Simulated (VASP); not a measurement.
Input of a VASP 6.6.1 run:

File INCAR:

```
ALGO     = Normal         # electronic algorithm
EDIFF    = 1E-7           # SCF threshold, eV
ENCUT    = 520            # plane-wave cutoff, eV
GGA      = PE             # functional
ISIF     = 2              # what is computed and relaxed
ISMEAR   = 0              # smearing method
LASPH    = True           # aspherical terms in the spheres
LCHARG   = False          # write CHGCAR
LREAL    = False          # projectors in reciprocal space
LWAVE    = False          # write WAVECAR
NBANDS   = 33             # bands
NELM     = 60             # most SCF steps
PREC     = Accurate       # precision mode
SIGMA    = 0.1            # smearing width, eV
```

The input KPOINTS:

```
k-points
0
Gamma
  4 4 4
```

File POSCAR:

```
Ta4O
1.0
    4.2913965184      0.0000000000      0.0000000000
    0.0000000000      4.2913965184      0.0000000000
    0.0000000000      0.0000000000      4.2913965184
Ta O
4 1
Direct
    0.5000000000      0.0000000000      0.0000000000
    0.0000000000      0.5000000000      0.0000000000
    0.0000000000      0.0000000000      0.5000000000
    0.5000000000      0.5000000000      0.5000000000
    0.0000000000      0.0000000000      0.0000000000
```

Potentials or basis: VASP PAW PBE potentials, release 64 (Ta_pv, O).

The run is started by

```bash
$ cat potpaw_PBE.64/Ta_pv/POTCAR potpaw_PBE.64/O/POTCAR > POTCAR
$ mpirun -np 1 vasp_std > vasp.out
```

(1) Predict the pressure.

(2) Estimate the band gap on the k mesh.

## Answers

(1) 0.2 GPa.

(2) zero (bands 25 and 26 overlap by 1.03 eV).

Caveat: the k points lie up to 0.37 Å⁻¹ apart, too coarse for converged energies and pressures of a metal; spin-orbit coupling is left out, which moves the levels of the heavy elements.
